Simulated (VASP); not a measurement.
Set up this calculation in VASP 6.6.1, as the native input.

* Task: single point
* Functional: PBE
* Potentials or basis: VASP PAW PBE potentials, release 64 (Ir, Rh_pv)
* Cutoff: 500 eV
* k mesh: 8 × 6 × 2
* Occupations: gaussian, width 0.2 eV
* Spin: no spin polarisation
* Dipole correction: no
* Second try: not_converged
* Further INCAR settings: ALGO = All; EDIFF = 1e-06; NBANDS = 90

The structure of IrRh2 lies in POSCAR:

```
IrRh2
1.0
    1.3667138959     -2.3672179071      0.0000000000
   -4.1001416877     -2.3672179071      0.0000000000
    0.0000000000      0.0000000000    -13.2198970000
Ir Rh
4 8
Direct
    0.5000000000      0.8333333333      0.5836020000
    0.0000000000      0.3333333333      0.5836020000
    1.0000000000      0.6666666667      0.4163980000
    0.5000000000      0.1666666667      0.4163980000
    0.5000000000      0.8333333333      0.2492670000
    0.0000000000      0.3333333333      0.2492670000
    0.5000000000      0.8333333333      0.9173870000
    0.0000000000      0.3333333333      0.9173870000
    1.0000000000      0.6666666667      0.0826130000
    0.5000000000      0.1666666667      0.0826130000
    1.0000000000      0.6666666667      0.7507330000
    0.5000000000      0.1666666667      0.7507330000
```

The input as run:

INCAR

```
PREC = Accurate
ENCUT = 500
EDIFF = 1E-6
ISMEAR = 0
SIGMA = 0.2
LREAL = False
LASPH = True
NELM = 300
ALGO = All
ISIF = 2
LWAVE = False
LCHARG = False
GGA = PE
NBANDS = 90
GGA_COMPAT = False
ISEARCH = 1
KPAR = 4
```

KPOINTS

```
regular mesh
0
Gamma
  8 6 2
```

Potentials or basis: VASP PAW PBE potentials, release 64 (Ir, Rh_pv).

The run is started by

```console
$ cat potpaw_PBE.64/Ir/POTCAR potpaw_PBE.64/Rh_pv/POTCAR > POTCAR
$ mpirun -np 4 vasp_std > vasp.out
```

Results of the run:

```yaml
Pressure: 0.6 GPa
Largest_force: 0.040 eV/Å
Band_gap_on_the_k_mesh: zero (bands 78 and 79 overlap by 1.84 eV)
```

Caveat: spin-orbit coupling is left out, which moves the levels of the heavy elements.

It took 17 min on 4 MPI ranks on Intel(R) Xeon(R) Platinum 8375C CPU @ 2.90GHz (Ice Lake), on a shared host, peak memory 1 GiB a rank.
